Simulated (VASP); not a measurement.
# BaTe (Immm) in VASP: notebook, part 2 of 2

VASP 6.6.1. The steps go on from the part before.

## 3. Single point, r2SCAN (strain +0.0150 x Voigt [0, 0, 0, 0, 1, 0])

POSCAR reads:

```
BaTe
1.0
    0.0264841562      3.5312208308      3.5312208308
    3.5577049870      0.0000000000      3.5577049870
    3.5312208308      3.5312208308      0.0264841562
Ba Te
1 1
Direct
    0.0000000000      0.0000000000      0.0000000000
    0.5000000000      0.5000000000      0.5000000000
```

INCAR.step1 reads:

```
SYSTEM = BaTe
PREC     = Accurate       ! precision mode
ENCUT    = 520            ! plane-wave cutoff, eV
ISMEAR   = 0              ! smearing method
SIGMA    = 0.05           ! smearing width, eV
LREAL    = .False.        ! projectors in reciprocal space
LASPH    = .True.         ! aspherical terms in the spheres
NELM     = 60             ! most SCF steps
NBANDS   = 15             ! bands
GGA      = PE             ! functional
ALGO     = Normal         ! electronic algorithm
EDIFF    = 1E-4           ! SCF threshold, eV
LWAVE    = .True.         ! write WAVECAR
LCHARG   = .False.        ! write CHGCAR
```

INCAR.step2 reads:

```
SYSTEM = BaTe
PREC     = Accurate       ! precision mode
ENCUT    = 520            ! plane-wave cutoff, eV
EDIFF    = 1E-6           ! SCF threshold, eV
ISMEAR   = 0              ! smearing method
SIGMA    = 0.05           ! smearing width, eV
LREAL    = .False.        ! projectors in reciprocal space
LASPH    = .True.         ! aspherical terms in the spheres
NELM     = 60             ! most SCF steps
ALGO     = Normal         ! electronic algorithm
ISIF     = 2              ! what is computed and relaxed
LWAVE    = .False.        ! write WAVECAR
LCHARG   = .True.         ! write CHGCAR
METAGGA  = R2SCAN         ! meta-GGA
LMIXTAU  = .True.       
LELF     = .True.         ! ELF
LVHAR    = .True.       
NBANDS   = 15             ! bands
ISTART   = 1
```

KPOINTS reads:

```
Automatic mesh
0
Gamma
  8 8 8
  0 0 0
```

Potentials or basis: VASP PAW PBE potentials, release 64 (Ba_sv, Te).

Command:

```
$ cat potpaw_PBE.64/Ba_sv/POTCAR potpaw_PBE.64/Te/POTCAR > POTCAR
$ cp INCAR.step1 INCAR
$ mpirun -np 1 vasp_std > vasp.out
$ cp INCAR.step2 INCAR
$ mpirun -np 1 vasp_std > vasp.out
```

OUTCAR:

```text
SYSTEM = BaTe
   PREC = Accurate
   ENCUT = 520
   EDIFF = 1E-6
   ISMEAR = 0
   LREAL = .False.
   LASPH = .True.
   NELM = 60
   ISIF = 2
   METAGGA = R2SCAN
   ISTART = 1

 ion  position               nearest neighbor table
   1  0.000  0.000  0.000-   2 3.53   2 3.53   2 3.53   2 3.53   2 3.53   2 3.53
   2  0.500  0.500  0.500-   1 3.53   1 3.53   1 3.53   1 3.53   1 3.53   1 3.53

  LATTYP: Found a body centered orthorhombic cell.
 ALAT       =     4.9564461378
 B/A-ratio  =     1.0151133501
 C/A-ratio  =     1.4249003147

  Lattice vectors:

 A1 = (   0.0264841562,  -3.5312208308,   3.5312208308)
 A2 = (  -0.0264841562,  -3.5312208308,  -3.5312208308)
 A3 = (   3.5312208308,   3.5312208308,   0.0264841562)

Analysis of symmetry for initial positions (statically):
=====================================================================
 Subroutine PRICEL returns:
 Original cell was already a primitive cell.

 Routine SETGRP: Setting up the symmetry group for a
 body centered orthorhombic supercell.

 Subroutine GETGRP returns: Found  8 space group operations
 (whereof  8 operations were pure point group operations)
 out of a pool of  8 trial point group operations.

The static configuration has the point symmetry D_2h.

Analysis of symmetry for dynamics (positions and initial velocities):
=====================================================================
 Subroutine PRICEL returns:
 Original cell was already a primitive cell.

 Routine SETGRP: Setting up the symmetry group for a
 body centered orthorhombic supercell.

 Subroutine GETGRP returns: Found  8 space group operations
 (whereof  8 operations were pure point group operations)
 out of a pool of  8 trial point group operations.

The dynamic configuration has the point symmetry D_2h.

 Subroutine INISYM returns: Found  8 space group operations
 (whereof  8 operations are pure point group operations),
 and found     1 'primitive' translations

----------------------------------------------------------------------------------------

[... 124 lines left out ...]
 Gauss-broadening in eV      SIGMA  =   0.05
  energy-cutoff  :      520.00
  volume of cell :       88.06
 maximum number of plane-waves:      2390
 NGX is ok and might be reduce to    40
   NGX = 19   NGY = 19   NGZ = 19

 number of electron      16.0000000 magnetization

 Free energy of the ion-electron system (eV)
  ---------------------------------------------------
  ext. energy  EPLUGINS =         0.00000000
  ---------------------------------------------------
  free energy    TOTEN  =       -56.02774552 eV

  energy without entropy =      -56.02774552  energy(sigma->0) =      -56.02774552

 E-fermi :   2.2408     XC(G=0):  -8.5186

 val. band max:        1.9257574110   @ k =   0.0000   0.0000   0.0000
 cond. band min:       3.8286218062   @ k =   0.5000   0.0000   0.5000
 fundamental gap:      1.9028643952
 Fermi energy:         2.2408255778

 k-point     1 :       0.0000    0.0000    0.0000
  band No.  band energies     occupation
      1     -25.9828      2.00000
      2     -10.7052      2.00000
      3     -10.7046      2.00000
      4     -10.7039      2.00000
      5      -7.8559      2.00000
      6       1.8750      2.00000
      7       1.8994      2.00000
      8       1.9258      2.00000
      9       5.2066      0.00000
     10       5.2371      0.00000
     11       5.3079      0.00000
     12       5.3912      0.00000
     13       5.9180      0.00000
     14       5.9182      0.00000
[... 401 lines left out ...]
      2     -10.9146      2.00000
      3     -10.7587      2.00000
      4     -10.7506      2.00000
      5      -7.4897      2.00000
      6       0.3704      2.00000
      7       1.3128      2.00000
      8       1.4255      2.00000
      9       4.4553      0.00000
     10       6.7821      0.00000
     11       6.8204      0.00000
     12       7.4437      0.00000
     13       7.5090      0.00000
     14       9.3907      0.00000
     15      10.1897      0.00000

 [... further k-points ...]

------------------------ aborting loop because EDIFF is reached ----------------------------------------

  FORCE on cell =-STRESS in cart. coord.  units (eV):
  Direction    XX          YY          ZZ          XY          YZ          ZX
  --------------------------------------------------------------------------------------
  -------------------------------------------------------------------------------------
  Total        0.1805547      0.1789311      0.1805547      0.0000000      0.0000000     -0.0991847
  in kB        3.2850284      3.2554890      3.2850284      0.0000000      0.0000000     -1.8045746
  external PRESSURE =       3.2751819 kB  Pullay stress =       0.0000000 kB

 VOLUME and BASIS-vectors are now :
 -----------------------------------------------------------------------------
  energy-cutoff  :      520.00
  volume of cell :       88.06
      direct lattice vectors                 reciprocal lattice vectors
     0.026484156  3.531220831  3.531220831    -0.142664070  0.141594090  0.142664070
     3.557704987  0.000000000  3.557704987     0.140540040 -0.141594090  0.140540040
     3.531220831  3.531220831  0.026484156     0.142664070  0.141594090 -0.142664070

 POSITION                                       TOTAL-FORCE (eV/Angst)
 -----------------------------------------------------------------------------------
      0.00000      0.00000      0.00000         0.000000     -0.000000     -0.000000
      3.55770      3.53122      3.55770        -0.000000      0.000000      0.000000
 -----------------------------------------------------------------------------------
    total drift:                                0.000000     -0.000000     -0.000000

  FREE ENERGIE OF THE ION-ELECTRON SYSTEM (eV)
  ---------------------------------------------------
  free  energy   TOTEN  =       -56.0277455168 eV

  energy  without entropy=      -56.0277455168  energy(sigma->0) =      -56.02774552
```

Wall time 8.3 min (1 thread of Oxide Virtual Turin-like, shared host); peak memory 0.31 GiB.

What came out:

| Property | Result |
| --- | --- |
| Free energy | -56.0277 eV |
| Pressure | 0.3 GPa |
| Band gap on the k mesh | 1.90 eV (least direct gap 2.28 eV) |

Caveat: the cell differs from its parent crystal (strain +0.0150 x Voigt [0, 0, 0, 0, 1, 0]); the PAW data sets were made with another functional, which shifts forces and pressure a little; spin-orbit coupling is left out, which moves the levels of the heavy elements.
